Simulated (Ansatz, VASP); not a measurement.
# Ga3BSb2: VASP beside Ansatz

Contents of INCAR:

```
SYSTEM = Ga3BSb2
PREC = Accurate
ENCUT = 600
EDIFF = 1E-7
ISMEAR = 0
SIGMA = 0.2
LREAL = .FALSE.
LASPH = .TRUE.
NELM = 60
ALGO = Normal
ISIF = 3
LWAVE = .FALSE.
LCHARG = .FALSE.
GGA = PE
IBRION = 2
NSW = 36
EDIFFG = -0.08
```

KPOINTS

```
regular mesh
0
G
  4 4 2
  0 0 0
```

POSCAR

```
Ga3BSb2
1.0
    4.3445124700      0.0000000000      0.0000000000
   -2.1722562400      3.7624581700      0.0000000000
    0.0000000000      0.0000000000      7.5680965800
Ga B Sb
3 1 2
Direct
    0.6666666700      0.3333333300      0.0000000000
    0.0000000000      0.0000000000      0.1906648600
    0.0000000000      0.0000000000      0.8093351400
    0.3333333300      0.6666666700      0.5000000000
    0.6666666700      0.3333333300      0.5000000000
    0.0000000000      0.0000000000      0.5000000000
```

Input for Ansatz:

```yaml
crystal:
  lattice:
    - [4.34451247, 0.0, 0.0]
    - [-2.17225624, 3.76245817, 0.0]
    - [0.0, 0.0, 7.56809658]
  atoms:
    - { symbol: Ga, position: [0.66666667, 0.33333333, 0.0] }
    - { symbol: Ga, position: [0.0, 0.0, 0.19066486] }
    - { symbol: Ga, position: [0.0, 0.0, 0.80933514] }
    - { symbol: B, position: [0.33333333, 0.66666667, 0.5] }
    - { symbol: Sb, position: [0.66666667, 0.33333333, 0.5] }
    - { symbol: Sb, position: [0.0, 0.0, 0.5] }
basis:
  ecutwfc: 420
kpoints:
  mp_grid: { grid: [4, 4, 2] }
hamiltonian:
  xc: pbe
scf:
  occupations: { method: gaussian, width: 0.2 }
  lower_state_search: "off"
output:
  forces: true
  stress: true
  eigenvalues: true
relax:
  adjacent_minimum: "off"
  f_tol: 0.08
  max_steps: 16
  cell: { stress_tol: 0.8 }
```

Alike in both runs: task relaxation of cell and atoms; functional PBE; k mesh 4 × 4 × 2; occupations gaussian, width 0.2 eV; no spin polarisation.

```csv
,VASP,Ansatz
version,VASP 6.6.1,Ansatz 0.2.0
potentials or method,"VASP PAW PBE potentials, release 64 (Ga_d, B, Sb), cutoff 600 eV","scalar-relativistic, plane waves, PAW"
valence electrons in the cell,52,72
```

|  | VASP | Ansatz | Ansatz less VASP |
| --- | --- | --- | --- |
| gap on the k mesh at the Fermi level, each at its own relaxed structure (eV) | none | none | - |
| relaxed volume (Å³/atom) | 27.18 | 26.76 | -0.423 |
| relaxed length of the cell vector where the two differ most in proportion (Å) | 7.618 | 7.571 | -0.0471 |

A gap of «none» marks a metal or a gap that the smearing closes. VASP's potentials hold 52 valence electrons a cell and Ansatz's 72, so a difference there can come from the potentials and not from the codes.

The k mesh is coarse, so the values compare programs but aren't converged. Spin-orbit coupling is off throughout. Noted on VASP's run: the volume moved by over 15 % at a fixed basis, so the end points are rough.
